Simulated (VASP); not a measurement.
# Re (P6_3/mmc) in VASP: further runs

The runs below take Re through single point, relaxation of cell and atoms, with PBE.

All numbers are computed with VASP 6.6.1; they aren't measurements. Logs are shortened: lines on timing, memory, paths and dates and some standing lists are left out, and cuts for length are marked.

**1. The cell of the first run**

Symmetry: P6_3/mmc, No. 194, hexagonal system. Conventional cell: a = 2.776 Å, b = 2.776 Å, c = 4.484 Å, α = 90.00°, β = 90.00°, γ = 120.00°. Within 3.6 Å of Re (site symmetry -6m2) lie 12 Re at 2.76 to 2.78 Å.

**2. Single point, PBE**

INCAR

```
SYSTEM = Re
  PREC = Accurate
  ENCUT = 520
  EDIFF = 1E-6
  ISMEAR = 0
  SIGMA = 0.05
  LREAL = .False.
  LASPH = .True.
  NELM = 80
  ALGO = Fast
  ISIF = 2
  LWAVE = .False.
  LCHARG = .False.
  GGA = PE
  NBANDS = 14
```

KPOINTS

```
Automatic mesh
0
Gamma
  18 18 11
  0 0 0
```

POSCAR

```
Re
1.0
    2.7759158144      0.0000000000      0.0000000000
   -1.3879579072      2.4040136140      0.0000000000
    0.0000000000      0.0000000000      4.4839355542
Re
2
Direct
    0.3333333333      0.6666666667      0.2500000000
    0.6666666667      0.3333333333      0.7500000000
```

Potentials or basis: VASP PAW PBE potentials, release 64 (Re).

On the command line:

```console
cat potpaw_PBE.64/Re/POTCAR > POTCAR
mpirun -np 1 vasp_std > vasp.out
```

OUTCAR:

```text
SYSTEM = Re
   PREC = Accurate
   ENCUT = 520
   EDIFF = 1E-6
   ISMEAR = 0
   LREAL = .False.
   LASPH = .True.
   NELM = 80
   ISIF = 2
   GGA = PE

 ion  position               nearest neighbor table
   1  0.333  0.667  0.250-   2 2.76   2 2.76   2 2.76   2 2.76   2 2.76   2 2.76
   2  0.667  0.333  0.750-   1 2.76   1 2.76   1 2.76   1 2.76   1 2.76   1 2.76

  LATTYP: Found a hexagonal cell.
 ALAT       =     2.7759158144
 C/A-ratio  =     1.6152995458

  Lattice vectors:

 A1 = (   2.7759158144,   0.0000000000,   0.0000000000)
 A2 = (  -1.3879579072,   2.4040136140,   0.0000000000)
 A3 = (   0.0000000000,   0.0000000000,   4.4839355542)

Analysis of symmetry for initial positions (statically):
=====================================================================
 Subroutine PRICEL returns:
 Original cell was already a primitive cell.

 Routine SETGRP: Setting up the symmetry group for a
 hexagonal supercell.

 Subroutine GETGRP returns: Found 24 space group operations
 (whereof 12 operations were pure point group operations)
 out of a pool of 24 trial point group operations.

The static configuration has the point symmetry D_3d.
 The point group associated with its full space group is D_6h.

Analysis of symmetry for dynamics (positions and initial velocities):
=====================================================================
 Subroutine PRICEL returns:
 Original cell was already a primitive cell.

 Routine SETGRP: Setting up the symmetry group for a
 hexagonal supercell.

 Subroutine GETGRP returns: Found 24 space group operations
 (whereof 12 operations were pure point group operations)
 out of a pool of 24 trial point group operations.

The dynamic configuration has the point symmetry D_3d.
 The point group associated with its full space group is D_6h.

 Subroutine INISYM returns: Found 24 space group operations
 (whereof 12 operations are pure point group operations),
 and found     1 'primitive' translations

----------------------------------------------------------------------------------------

                                     Primitive cell

  volume of cell :      29.9228

  direct lattice vectors                    reciprocal lattice vectors
     2.775915814  0.000000000  0.000000000     0.360241472  0.207985511  0.000000000
    -1.387957907  2.404013614  0.000000000     0.000000000  0.415971022  0.000000000
     0.000000000  0.000000000  4.483935554     0.000000000  0.000000000  0.223018370

  length of vectors
     2.775915814  2.775915814  4.483935554     0.415971022  0.415971022  0.223018370

  position of ions in fractional coordinates (direct lattice)
     0.333333333  0.666666667  0.250000000
     0.666666667  0.333333333  0.750000000

  ion indices of the primitive-cell ions
   primitive index   ion index
                 1           1
                 2           2

----------------------------------------------------------------------------------------

 KPOINTS: Automatic mesh

Automatic generation of k-mesh.
 Grid dimensions read from file:
 generate k-points for:   18   18   11

 Generating k-lattice:

  Cartesian coordinates                     Fractional coordinates (reciprocal lattice)
     0.020013415  0.011554751  0.000000000     0.055555556  0.000000000  0.000000000
     0.000000000  0.023109501  0.000000000     0.000000000  0.055555556  0.000000000
     0.000000000  0.000000000  0.020274397     0.000000000  0.000000000  0.090909091

  Length of vectors
     0.023109501  0.023109501  0.020274397

  Shift w.r.t. Gamma in fractional coordinates (k-lattice)
     0.000000000  0.000000000  0.000000000

 Subroutine IBZKPT returns following result:
 ===========================================

 Found    222 irreducible k-points:

 Following reciprocal coordinates:
            Coordinates               Weight
  0.000000  0.000000  0.000000      1.000000
  0.055556  0.000000  0.000000      6.000000
  0.111111  0.000000  0.000000      6.000000
  0.166667  0.000000  0.000000      6.000000
  0.222222  0.000000  0.000000      6.000000
  0.277778  0.000000  0.000000      6.000000
[... 16 lines left out ...]
  0.333333  0.111111  0.000000     12.000000
  0.388889  0.111111  0.000000     12.000000
 [... further k-points ...]
   k-points           NKPTS =    222   k-points in BZ     NKDIM =    222   number of bands    NBANDS=     14
   number of dos      NEDOS =    301   number of ions     NIONS =      2
   total plane-waves  NPLWV =  20736
   dimension x,y,z NGX =    24 NGY =   24 NGZ =   36
   dimension x,y,z NGXF=    48 NGYF=   48 NGZF=   72
   ions per type =               2
   NGX,Y,Z   is equivalent  to a cutoff of  14.37, 14.37, 13.35 a.u.
   NGXF,Y,Z  is equivalent  to a cutoff of  28.75, 28.75, 26.69 a.u.
 SYSTEM =  Re
   PREC   = accura    normal or accurate (medium, high low for compatibility)
   ISTART =      0    job   : 0-new  1-cont  2-samecut
   ICHARG =      2    charge: 1-file 2-atom 10-const
   ISPIN  =      1    spin polarized calculation?
   LNONCOLLINEAR =      F non collinear calculations
   LSORBIT =      F    spin-orbit coupling
   LASPH  =      T    aspherical Exc in radial PAW
   ENCUT  =  520.0 eV  38.22 Ry    6.18 a.u.   5.16  5.16  8.34*2*pi/ulx,y,z
   NELM   =     80;   NELMIN=  2; NELMDL= -5     # of ELM steps
   EDIFF  = 0.1E-05   stopping-criterion for ELM
   LREAL  =      F    real-space projection
   EDIFFG = 0.1E-04   stopping-criterion for IOM
   NSW    =      0    number of steps for IOM
   IBRION =     -1    ionic relax: 0-MD 1-quasi-New 2-CG
   NFREE  =      0    steps in history (QN), initial steepest desc. (CG)
   ISIF   =      2    stress and relaxation
   ISYM   =      2    0-nonsym 1-usesym 2-fastsym
   POTIM  = 0.5000    time-step for ionic-motion
   TEBEG  =    0.0;   TEEND  =   0.0 temperature during run
   PSTRESS=    0.0 pullay stress
   NELECT =      14.0000    total number of electrons
   NUPDOWN=      -1.0000    fix difference up-down
   EMIN   =  10.00;   EMAX   =-10.00  energy-range for DOS
   EFERMI =   0.00;   METHOD = LEGACY
   ISMEAR =     0;   SIGMA  =   0.05  broadening in eV -4-tet -1-fermi 0-gaus
   EFERMI_NEDOS =   21; number of points for ismear=-14 and -15
   IALGO  =     68    algorithm
   IMIX   =      4    mixing-type and parameters
     AMIX     =   0.40;   BMIX     =  1.00
     AMIX_MAG =   1.60;   BMIX_MAG =  1.00
  volume/ion in A,a.u.               =      14.96       100.96
  Fermi-wavevector in a.u.,A,eV,Ry     =   1.270915  2.401682 21.976484  1.615226
  Thomas-Fermi vector in A             =   2.403877
   LORBIT       =      0    0 simple, 1 ext, 2 COOP (PROOUT), +10 PAW based schemes
   GGA     = PE    functional components
   LHFCALC =     F    Hartree Fock is set to
   AEXX    =    0.0000 exact exchange contribution
   IVDW    =     0    specifies the selected vdW correction
   LEPSILON=     F    determine dielectric tensor
   LRPA    =     F    only Hartree local field effects (RPA)
 non-spin polarized calculation
 RMM-DIIS sequential band-by-band and
 Gauss-broadening in eV      SIGMA  =   0.05
  energy-cutoff  :      520.00
  volume of cell :       29.92
 maximum number of plane-waves:       817
 NGX is ok and might be reduce to    24
   NGX = 11   NGY = 11   NGZ = 17

 number of electron      14.0000000 magnetization

 Free energy of the ion-electron system (eV)
  ---------------------------------------------------
  ext. energy  EPLUGINS =         0.00000000
  ---------------------------------------------------
  free energy    TOTEN  =       -24.85236040 eV

  energy without entropy =      -24.85046385  energy(sigma->0) =      -24.85141213

 E-fermi :   7.6842     XC(G=0): -13.6382

 val. band max:        7.6831298851   @ k =   0.2222   0.0556   0.4545
 cond. band min:       7.6962897251   @ k =   0.1667   0.1111   0.0000
 fundamental gap:      0.0131598400
 Fermi energy:         7.6841920236

 k-point     1 :       0.0000    0.0000    0.0000
  band No.  band energies     occupation
      1      -2.0707      2.00000
      2       1.1808      2.00000
      3       6.1396      2.00000
      4       6.1488      2.00000
      5       6.1488      2.00000
      6       6.9623      2.00000
      7       6.9623      2.00000
      8       7.8684      0.00000
      9       7.8684      0.00000
     10       8.2598      0.00000
     11      10.9671      0.00000
     12      10.9671      0.00000
     13      17.4725      0.00000
     14      21.8085      0.00000

 k-point     2 :       0.0556    0.0000    0.0000
  band No.  band energies     occupation
      1      -1.9462      2.00000
      2       1.2982      2.00000
      3       5.7875      2.00000
      4       6.2621      2.00000
      5       6.4594      2.00000
      6       6.8728      2.00000
      7       7.0694      2.00000
      8       7.6086      1.96759
      9       7.7718      0.01320
     10       7.9544      0.00000
     11      11.0322      0.00000
     12      11.5402      0.00000
     13      17.4655      0.00000
     14      22.0847      0.00000

 k-point     3 :       0.1111    0.0000    0.0000
  band No.  band energies     occupation
      1      -1.5832      2.00000
      2       1.6286      2.00000
      3       5.3707      2.00000
      4       6.5773      2.00000
      5       6.5985      2.00000
      6       6.7059      2.00000
      7       6.8583      2.00000
      8       7.3861      2.00000
      9       7.5179      2.00000
     10       7.7258      0.23906
     11      11.1947      0.00000
     12      12.7074      0.00000
     13      17.4185      0.00000
     14      22.8444      0.00000

 k-point     4 :       0.1667    0.0000    0.0000
  band No.  band energies     occupation
      1      -1.0143      2.00000
      2       2.0901      2.00000
      3       4.9620      2.00000
      4       5.7196      2.00000
      5       6.2680      2.00000
      6       7.1453      2.00000
      7       7.1789      2.00000
      8       7.2993      2.00000
      9       7.4714      2.00000
     10       7.8975      0.00000
     11      11.3915      0.00000
     12      14.0403      0.00000
     13      17.2881      0.00000
     14      23.7441      0.00000

 k-point     5 :       0.2222    0.0000    0.0000
  band No.  band energies     occupation
      1      -0.3001      2.00000
      2       2.4862      2.00000
      3       4.7296      2.00000
      4       4.8097      2.00000
      5       5.9996      2.00000
      6       6.8182      2.00000
      7       7.1888      2.00000
      8       7.8796      0.00000
      9       7.9018      0.00000
     10       8.5770      0.00000
     11      11.5743      0.00000
[... 276 lines left out ...]
 k-point    22 :       0.2778    0.1111    0.0000
  band No.  band energies     occupation
      1       1.4877      2.00000
      2       2.7561      2.00000
      3       3.3548      2.00000
      4       4.6239      2.00000
      5       5.7734      2.00000
      6       6.2922      2.00000
      7       6.8498      2.00000
      8       9.0088      0.00000
      9      10.1738      0.00000
     10      11.1569      0.00000
     11      11.6081      0.00000
     12      16.8124      0.00000
     13      18.5579      0.00000
     14      19.4608      0.00000

 k-point    23 :       0.3333    0.1111    0.0000
  band No.  band energies     occupation
      1       1.9701      2.00000
      2       2.5110      2.00000
      3       2.9307      2.00000
      4       5.0103      2.00000
      5       5.6749      2.00000
      6       6.5506      2.00000
      7       6.7360      2.00000
      8       9.9004      0.00000
      9      10.9242      0.00000
     10      11.6452      0.00000
     11      12.2083      0.00000
     12      17.0423      0.00000
     13      17.6266      0.00000
     14      19.8480      0.00000

 k-point    24 :       0.3889    0.1111    0.0000
  band No.  band energies     occupation
      1       2.1991      2.00000
      2       2.3443      2.00000
      3       2.6701      2.00000
      4       5.4128      2.00000
      5       5.6482      2.00000
      6       6.3265      2.00000
      7       7.0645      2.00000
      8      10.8081      0.00000
      9      11.3922      0.00000
     10      11.6642      0.00000
     11      13.1807      0.00000
     12      15.9095      0.00000
     13      17.6817      0.00000
     14      18.7844      0.00000

 [... further k-points ...]
[... 5 lines left out ...]
  --------------------------------------------------------------------------------------
  -------------------------------------------------------------------------------------
  Total       -0.1440484     -0.1440484     -0.1713728      0.0000000      0.0000000      0.0000000
  in kB       -7.7128789     -7.7128789     -9.1759242      0.0000000      0.0000000      0.0000000
  external PRESSURE =      -8.2005607 kB  Pullay stress =       0.0000000 kB

 VOLUME and BASIS-vectors are now :
 -----------------------------------------------------------------------------
  energy-cutoff  :      520.00
  volume of cell :       29.92
      direct lattice vectors                 reciprocal lattice vectors
     2.775915814  0.000000000  0.000000000     0.360241472  0.207985511  0.000000000
    -1.387957907  2.404013614  0.000000000     0.000000000  0.415971022  0.000000000
     0.000000000  0.000000000  4.483935554     0.000000000  0.000000000  0.223018370

 POSITION                                       TOTAL-FORCE (eV/Angst)
 -----------------------------------------------------------------------------------
     -0.00000      1.60268      1.12098        -0.000000      0.000000      0.000000
      1.38796      0.80134      3.36295         0.000000     -0.000000      0.000000
 -----------------------------------------------------------------------------------
    total drift:                               -0.000000      0.000000     -0.000000

  FREE ENERGIE OF THE ION-ELECTRON SYSTEM (eV)
  ---------------------------------------------------
  free  energy   TOTEN  =       -24.8523604036 eV

  energy  without entropy=      -24.8504638524  energy(sigma->0) =      -24.85141213
```

It took 2.1 min on 1 thread of Oxide Virtual Turin-like, shared host; peak memory 0.18 GiB.

Results:

```
Free energy            : -24.8524 eV
Pressure               : -0.8 GPa
Band gap on the k mesh : zero (band 7 reaches 9.30 eV, above the bottom of band 8 at 6.10 eV)
```

Caveat: spin-orbit coupling is left out, which moves the levels of the heavy elements.

**3. Relaxation of cell and atoms, PBE**

This run uses another cell than the first one, of 14.71 Å³/atom, 0.983 times its volume.

INCAR

```
SYSTEM = Re
PREC     = Accurate       ! precision mode
ENCUT    = 600            ! plane-wave cutoff, eV
EDIFF    = 1E-6           ! SCF threshold, eV
ISMEAR   = 0              ! smearing method
SIGMA    = 0.05           ! smearing width, eV
LREAL    = .FALSE.        ! projectors in reciprocal space
LASPH    = .TRUE.         ! aspherical terms in the spheres
NELM     = 80             ! most SCF steps
ALGO     = Normal         ! electronic algorithm
ISIF     = 3              ! what is computed and relaxed
LWAVE    = .FALSE.        ! write WAVECAR
LCHARG   = .FALSE.        ! write CHGCAR
GGA      = PE             ! functional
IBRION   = 2              ! ionic algorithm
NSW      = 80             ! ionic steps
EDIFFG   = -0.01          ! ionic threshold
```

KPOINTS

```
Automatic mesh
0
G
  18 18 11
  0 0 0
```

POSCAR

```
Re
1.0
    2.7610000000      0.0000000000      0.0000000000
   -1.3805000000      2.3910961398      0.0000000000
    0.0000000000      0.0000000000      4.4560000000
Re
2
Direct
    0.3333333333      0.6666666667      0.2500000000
    0.6666666667      0.3333333333      0.7500000000
```

Potentials or basis: VASP PAW PBE potentials, release 64 (Re).

On the command line:

```console
cat potpaw_PBE.64/Re/POTCAR > POTCAR
mpirun -np 1 vasp_std > vasp.out
```

It took 5.5 min on 1 thread of Oxide Virtual Turin-like, shared host; peak memory 0.2 GiB.

The run converged. Its results:

```
Free energy                            : -24.8536 eV
Relaxed volume                         : 14.93 Å³/atom
Relaxed cell                           : a = 2.775 Å, b = 2.775 Å, c = 4.479 Å, α = 90.00°, β = 90.00°, γ = 120.00°
Space group after relaxing (to 0.05 Å) : P6_3/mmc (No. 194)
Energy gained by relaxing              : 3.4 meV/atom
Ionic steps                            : 4
Pressure after relaxing                : -0.1 GPa
Band gap on the k mesh                 : zero (band 7 reaches 9.33 eV, above the bottom of band 8 at 6.11 eV)
```

Step by step:
```tsv
step	energy change (eV)	largest force (eV/Å)	pressure (GPa)	volume (Å³)
1	0.0000	0.0000	5.81	29.42
2	0.1162	0.0000	-19.87	31.75
3	-0.0069	0.0000	-0.13	29.87
4	-0.0069	0.0000	-0.08	29.86
```

Final structure:
```
CELL_PARAMETERS angstrom
2.77471 0.00000 0.00000
-1.38736 2.40297 0.00000
0.00000 0.00000 4.47901
ATOMIC_POSITIONS crystal
Re 0.33333 0.66667 0.25000
Re 0.66667 0.33333 0.75000
```

Levels at points of the mesh, in eV from the Fermi level:
```tsv
k point	band 3	band 4	band 5	band 6	band 7	band 8	band 9	band 10	band 11
(0.00, 0.00, 0.00)	-1.54	-1.54	-1.54	-0.73	-0.73	0.18	0.18	0.59	3.29
(0.50, 0.00, 0.00)	-5.14	-1.90	-1.74	-1.35	-0.59	3.87	4.27	4.39	5.92
```

Caveat: spin-orbit coupling is left out, which moves the levels of the heavy elements.
